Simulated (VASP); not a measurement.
# W3O (Pm-3m) in VASP: notebook

Runs on W3O. Level: PBE. Tasks: relaxation of cell and atoms, single point.

Program: VASP 6.6.1. These are calculated values, not measurements. Logs are shortened: lines on timing, memory, paths and dates and some standing lists are left out, and cuts for length are marked.

### Step 1. The cell of the first run

Symmetry: Pm-3m, No. 221, cubic system. The conventional cell has a = 3.787 Å, b = 3.787 Å, c = 3.787 Å, α = 90.00°, β = 90.00°, γ = 90.00°. W (site symmetry 4/mmm) has 8 W at 2.68 Å and 4 O at 2.68 Å within 3.5 Å. O (site symmetry m-3m) has 12 W at 2.68 Å within 3.5 Å.

### Step 2. Relaxation of cell and atoms, PBE

File INCAR:

```
PREC     = Accurate       # precision mode
ENCUT    = 600            # plane-wave cutoff, eV
EDIFF    = 1E-6           # SCF threshold, eV
ISMEAR   = 0              # smearing method
SIGMA    = 0.1            # smearing width, eV
LREAL    = F              # projectors in reciprocal space
LASPH    = T              # aspherical terms in the spheres
NELM     = 100            # most SCF steps
ALGO     = Normal         # electronic algorithm
ISIF     = 3              # what is computed and relaxed
LWAVE    = F              # write WAVECAR
LCHARG   = F              # write CHGCAR
GGA      = PE             # functional
IBRION   = 2              # ionic algorithm
NSW      = 90             # ionic steps
EDIFFG   = -0.04          # ionic threshold
```

File KPOINTS:

```
Automatic mesh
0
Gamma
  4 4 4
```

File POSCAR:

```
W3O
1.0
    3.7874369900      0.0000000000      0.0000000000
    0.0000000000      3.7874369900      0.0000000000
    0.0000000000      0.0000000000      3.7874369900
W O
3 1
Direct
    0.0000000000      0.5000000000      0.5000000000
    0.5000000000      0.0000000000      0.5000000000
    0.5000000000      0.5000000000      0.0000000000
    0.0000000000      0.0000000000      0.0000000000
```

Potentials or basis: VASP PAW PBE potentials, release 64 (W_sv, O).

On the command line:

```sh
cat potpaw_PBE.64/W_sv/POTCAR potpaw_PBE.64/O/POTCAR > POTCAR
mpirun -np 1 vasp_std > vasp.out
```

OUTCAR:

```text
PREC = Accurate
   ENCUT = 600
   EDIFF = 1E-6
   ISMEAR = 0
   LREAL = F
   LASPH = T
   NELM = 100
   ISIF = 3
   GGA = PE
   IBRION = 2
   NSW = 90
   EDIFFG = -0.04

 ion  position               nearest neighbor table
   1  0.000  0.500  0.500-   2 2.68   3 2.68   4 2.68   3 2.68   4 2.68   2 2.68   4 2.68   4 2.68
                             2 2.68   3 2.68   3 2.68   2 2.68
   2  0.500  0.000  0.500-   1 2.68   3 2.68   4 2.68   3 2.68   4 2.68   1 2.68   3 2.68   3 2.68
                             1 2.68   4 2.68   4 2.68   1 2.68
   3  0.500  0.500  0.000-   1 2.68   2 2.68   4 2.68   1 2.68   2 2.68   2 2.68   4 2.68   2 2.68
                             1 2.68   4 2.68   1 2.68   4 2.68
   4  0.000  0.000  0.000-   1 2.68   2 2.68   3 2.68   1 2.68   2 2.68   1 2.68   3 2.68   1 2.68
                             2 2.68   3 2.68   2 2.68   3 2.68

  LATTYP: Found a simple cubic cell.
 ALAT       =     3.7874369900

  Lattice vectors:

 A1 = (   3.7874369900,   0.0000000000,   0.0000000000)
 A2 = (   0.0000000000,   3.7874369900,   0.0000000000)
 A3 = (   0.0000000000,   0.0000000000,   3.7874369900)

Analysis of symmetry for initial positions (statically):
=====================================================================
 Subroutine PRICEL returns:
 Original cell was already a primitive cell.

 Routine SETGRP: Setting up the symmetry group for a
 simple cubic supercell.

 Subroutine GETGRP returns: Found 48 space group operations
 (whereof 48 operations were pure point group operations)
 out of a pool of 48 trial point group operations.

The static configuration has the point symmetry O_h .

Analysis of symmetry for dynamics (positions and initial velocities):
=====================================================================
 Subroutine PRICEL returns:
 Original cell was already a primitive cell.

 Routine SETGRP: Setting up the symmetry group for a
 simple cubic supercell.

 Subroutine GETGRP returns: Found 48 space group operations
 (whereof 48 operations were pure point group operations)
 out of a pool of 48 trial point group operations.

The dynamic configuration has the point symmetry O_h .

 Subroutine INISYM returns: Found 48 space group operations
 (whereof 48 operations are pure point group operations),
 and found     1 'primitive' translations

----------------------------------------------------------------------------------------

                                     Primitive cell

  volume of cell :      54.3296

  direct lattice vectors                    reciprocal lattice vectors
     3.787436990  0.000000000  0.000000000     0.264030795  0.000000000  0.000000000
     0.000000000  3.787436990  0.000000000     0.000000000  0.264030795  0.000000000
     0.000000000  0.000000000  3.787436990     0.000000000  0.000000000  0.264030795

  length of vectors
     3.787436990  3.787436990  3.787436990     0.264030795  0.264030795  0.264030795

  position of ions in fractional coordinates (direct lattice)
     0.000000000  0.500000000  0.500000000
     0.500000000  0.000000000  0.500000000
     0.500000000  0.500000000  0.000000000
     0.000000000  0.000000000  0.000000000

  ion indices of the primitive-cell ions
   primitive index   ion index
                 1           1
                 2           2
                 3           3
                 4           4

----------------------------------------------------------------------------------------

 KPOINTS: Automatic mesh

Automatic generation of k-mesh.
 Grid dimensions read from file:
 generate k-points for:    4    4    4

 Generating k-lattice:

  Cartesian coordinates                     Fractional coordinates (reciprocal lattice)
     0.066007699  0.000000000  0.000000000     0.250000000  0.000000000  0.000000000
     0.000000000  0.066007699  0.000000000     0.000000000  0.250000000  0.000000000
     0.000000000  0.000000000  0.066007699     0.000000000  0.000000000  0.250000000

  Length of vectors
     0.066007699  0.066007699  0.066007699

  Shift w.r.t. Gamma in fractional coordinates (k-lattice)
     0.000000000  0.000000000  0.000000000

 Subroutine IBZKPT returns following result:
 ===========================================

 Found     10 irreducible k-points:

 Following reciprocal coordinates:
            Coordinates               Weight
  0.000000  0.000000  0.000000      1.000000
  0.250000  0.000000  0.000000      6.000000
  0.500000  0.000000  0.000000      3.000000
  0.250000  0.250000  0.000000     12.000000
  0.500000  0.250000  0.000000     12.000000
  0.500000  0.500000  0.000000      3.000000
  0.250000  0.250000  0.250000      8.000000
  0.500000  0.250000  0.250000     12.000000
  0.500000  0.500000  0.250000      6.000000
  0.500000  0.500000  0.500000      1.000000
   k-points           NKPTS =     10   k-points in BZ     NKDIM =     10   number of bands    NBANDS=     28
   number of dos      NEDOS =    301   number of ions     NIONS =      4
   total plane-waves  NPLWV =  27000
   dimension x,y,z NGX =    30 NGY =   30 NGZ =   30
   dimension x,y,z NGXF=    60 NGYF=   60 NGZF=   60
   ions per type =               3   1
   NGX,Y,Z   is equivalent  to a cutoff of  13.17, 13.17, 13.17 a.u.
   NGXF,Y,Z  is equivalent  to a cutoff of  26.34, 26.34, 26.34 a.u.
 SYSTEM =  unknown system
   PREC   = accura    normal or accurate (medium, high low for compatibility)
   ISTART =      0    job   : 0-new  1-cont  2-samecut
   ICHARG =      2    charge: 1-file 2-atom 10-const
   ISPIN  =      1    spin polarized calculation?
   LNONCOLLINEAR =      F non collinear calculations
   LSORBIT =      F    spin-orbit coupling
   LASPH  =      T    aspherical Exc in radial PAW
   ENCUT  =  600.0 eV  44.10 Ry    6.64 a.u.   7.56  7.56  7.56*2*pi/ulx,y,z
   NELM   =    100;   NELMIN=  2; NELMDL= -5     # of ELM steps
   EDIFF  = 0.1E-05   stopping-criterion for ELM
   LREAL  =      F    real-space projection
   EDIFFG = -.4E-01   stopping-criterion for IOM
   NSW    =     90    number of steps for IOM
   IBRION =      2    ionic relax: 0-MD 1-quasi-New 2-CG
   NFREE  =      1    steps in history (QN), initial steepest desc. (CG)
   ISIF   =      3    stress and relaxation
   ISYM   =      2    0-nonsym 1-usesym 2-fastsym
   POTIM  = 0.5000    time-step for ionic-motion
   TEBEG  =    0.0;   TEEND  =   0.0 temperature during run
   PSTRESS=    0.0 pullay stress
   NELECT =      48.0000    total number of electrons
   NUPDOWN=      -1.0000    fix difference up-down
   EMIN   =  10.00;   EMAX   =-10.00  energy-range for DOS
   EFERMI =   0.00;   METHOD = LEGACY
   ISMEAR =     0;   SIGMA  =   0.10  broadening in eV -4-tet -1-fermi 0-gaus
   EFERMI_NEDOS =   21; number of points for ismear=-14 and -15
   IALGO  =     38    algorithm
   IMIX   =      4    mixing-type and parameters
     AMIX     =   0.40;   BMIX     =  1.00
     AMIX_MAG =   1.60;   BMIX_MAG =  1.00
  volume/ion in A,a.u.               =      13.58        91.66
  Fermi-wavevector in a.u.,A,eV,Ry     =   1.570881  2.968534 33.574630  2.467666
  Thomas-Fermi vector in A             =   2.672548
   LORBIT       =      0    0 simple, 1 ext, 2 COOP (PROOUT), +10 PAW based schemes
   GGA     = PE    functional components
   LHFCALC =     F    Hartree Fock is set to
   AEXX    =    0.0000 exact exchange contribution
   IVDW    =     0    specifies the selected vdW correction
   LEPSILON=     F    determine dielectric tensor
   LRPA    =     F    only Hartree local field effects (RPA)
 conjugate gradient relaxation of ions
 non-spin polarized calculation
 Gauss-broadening in eV      SIGMA  =   0.10
  energy-cutoff  :      600.00
  volume of cell :       54.33
 maximum number of plane-waves:      1856
   NGX = 15   NGY = 15   NGZ = 15

--------------------------------------- Ionic step        1  -------------------------------------------

 number of electron      47.9999992 magnetization

 Free energy of the ion-electron system (eV)
  ---------------------------------------------------
  ext. energy  EPLUGINS =         0.00000000
  ---------------------------------------------------
  free energy    TOTEN  =       -39.94441088 eV

  energy without entropy =      -39.93018417  energy(sigma->0) =      -39.93729753

------------------------ aborting loop because EDIFF is reached ----------------------------------------

  FORCE on cell =-STRESS in cart. coord.  units (eV):
  Direction    XX          YY          ZZ          XY          YZ          ZX
  --------------------------------------------------------------------------------------
  -------------------------------------------------------------------------------------
  Total        7.8316543      7.8316543      7.8316543      0.0000000      0.0000000      0.0000000
  in kB      230.9552515    230.9552515    230.9552515      0.0000000      0.0000000      0.0000000
  external PRESSURE =     230.9552515 kB  Pullay stress =       0.0000000 kB
[... 61 lines left out ...]
  energy  without entropy=      -38.8222299953  energy(sigma->0) =      -38.83244662

--------------------------------------- Ionic step        3  -------------------------------------------

 number of electron      48.0000011 magnetization

 E-fermi :   9.9519     XC(G=0): -12.9678

 val. band max:        9.8951186582   @ k =   0.5000   0.0000   0.0000
 cond. band min:       9.9971637177   @ k =   0.2500   0.2500   0.2500
 fundamental gap:      0.1020450596
 Fermi energy:         9.9518511203

 k-point     1 :       0.0000    0.0000    0.0000
  band No.  band energies     occupation
      1     -64.5431      2.00000
      2     -64.3795      2.00000
      3     -64.3795      2.00000
      4     -29.2038      2.00000
      5     -29.2038      2.00000
      6     -29.2038      2.00000
[... 334 lines left out ...]
  energy  without entropy=      -40.2322029356  energy(sigma->0) =      -40.24001063

--------------------------------------- Ionic step        4  -------------------------------------------

 number of electron      48.0000011 magnetization

 Free energy of the ion-electron system (eV)
  ---------------------------------------------------
  ext. energy  EPLUGINS =         0.00000000
  ---------------------------------------------------
  free energy    TOTEN  =       -40.24918066 eV

  energy without entropy =      -40.23369011  energy(sigma->0) =      -40.24143538

 E-fermi :  10.0249     XC(G=0): -12.9952

 val. band max:        9.9635010625   @ k =   0.5000   0.0000   0.0000
 cond. band min:      10.0713268263   @ k =   0.2500   0.2500   0.2500
 fundamental gap:      0.1078257639
 Fermi energy:        10.0249168564

 k-point     1 :       0.0000    0.0000    0.0000
  band No.  band energies     occupation
      1     -64.4683      2.00000
      2     -64.3010      2.00000
      3     -64.3010      2.00000
      4     -29.1392      2.00000
      5     -29.1392      2.00000
      6     -29.1392      2.00000
[... 330 lines left out ...]
  FREE ENERGIE OF THE ION-ELECTRON SYSTEM (eV)
  ---------------------------------------------------
  free  energy   TOTEN  =       -40.2491806568 eV

  energy  without entropy=      -40.2336901122  energy(sigma->0) =      -40.24143538

 reached required accuracy - stopping structural energy minimisation
```

Run time: 32 s. Hardware: 1 thread of Intel Xeon 6975P-C (Granite Rapids), shared host; peak memory 0.17 GiB.

What came out:

```yaml
Free_energy: -40.2492 eV
Relaxed_volume: 14.73 Å³/atom
Relaxed_cell: a = 3.891 Å, b = 3.891 Å, c = 3.891 Å, α = 90.00°, β = 90.00°, γ = 90.00°
Space_group_after_relaxing_to_0.05_Å: Pm-3m (No. 221)
Energy_gained_by_relaxing: 76.2 meV/atom
Ionic_steps: 4
Pressure_after_relaxing: -0.2 GPa
Band_gap_on_the_k_mesh: zero (band 24 reaches 11.01 eV, above the bottom of band 25 at 9.17 eV)
```

The path:
```tsv
step	energy change (eV)	largest force (eV/Å)	pressure (GPa)	volume (Å³)
1	0.0000	0.0000	23.10	54.33
2	1.1017	0.0000	-30.83	71.22
3	-0.3034	0.0000	-1.31	59.20
4	-0.3048	0.0000	-0.15	58.91
```

Final structure:
```
W O
1.0
     3.89093    0.00000    0.00000
     0.00000    3.89093    0.00000
     0.00000    0.00000    3.89093
W O
3 1
Cartesian
  0.0000 1.9455 1.9455
  1.9455 0.0000 1.9455
  1.9455 1.9455 0.0000
  0.0000 0.0000 0.0000
```

Caveat: the k points lie up to 0.40 Å⁻¹ apart in the final cell; spin-orbit coupling is left out, which moves the levels of the heavy elements.

### Step 3. Single point, PBE

This run uses another cell than the first one, of 14.69 Å³/atom, 1.082 times its volume.

File INCAR:

```
PREC = Accurate
ENCUT = 520
EDIFF = 1E-6
ISMEAR = 0
SIGMA = 0.1
LREAL = False
LASPH = True
NELM = 100
ALGO = Normal
ISIF = 2
LWAVE = False
LCHARG = False
GGA = PE
NBANDS = 32
```

File KPOINTS:

```
Automatic mesh
0
Gamma
  12 12 12
```

File POSCAR:

```
W3O
1.0
    3.8879015996      0.0000000000      0.0000000000
    0.0000000000      3.8879015996      0.0000000000
    0.0000000000      0.0000000000      3.8879015996
W O
3 1
Direct
    0.0000000000      0.5000000000      0.5000000000
    0.5000000000      0.0000000000      0.5000000000
    0.5000000000      0.5000000000      0.0000000000
    0.0000000000      0.0000000000      0.0000000000
```

Potentials or basis: VASP PAW PBE potentials, release 64 (W_sv, O).

On the command line:

```sh
cat potpaw_PBE.64/W_sv/POTCAR potpaw_PBE.64/O/POTCAR > POTCAR
mpirun -np 1 vasp_std > vasp.out
```

It took 57 s on 1 thread of Intel Xeon 6975P-C (Granite Rapids), shared host; peak memory 0.25 GiB.

The run converged. Its results:

| Item | Value |
| --- | --- |
| Free energy | -40.1657 eV |
| Pressure | 0.5 GPa |
| Band gap on the k mesh | zero (band 24 reaches 11.06 eV, above the bottom of band 25 at 9.02 eV) |

Levels at points of the mesh, in eV from the Fermi level:
| k point | band 21 | band 22 | band 23 | band 24 | band 25 | band 26 | band 27 | band 28 |
| --- | --- | --- | --- | --- | --- | --- | --- | --- |
| (0.00, 0.00, 0.00) | -4.53 | -4.53 | -4.52 | 1.00 | 1.00 | 1.00 | 3.33 | 3.33 |
| (0.50, 0.00, 0.00) | -1.87 | -1.35 | -1.35 | -0.83 | -0.83 | -0.27 | -0.11 | 1.19 |
| (0.50, 0.50, 0.00) | -1.18 | -1.18 | -0.72 | -0.35 | -0.35 | 0.32 | 0.34 | 0.79 |
| (0.50, 0.50, 0.50) | -1.59 | -1.59 | -1.59 | 0.54 | 0.58 | 0.58 | 0.58 | 2.10 |

Caveat: spin-orbit coupling is left out, which moves the levels of the heavy elements.
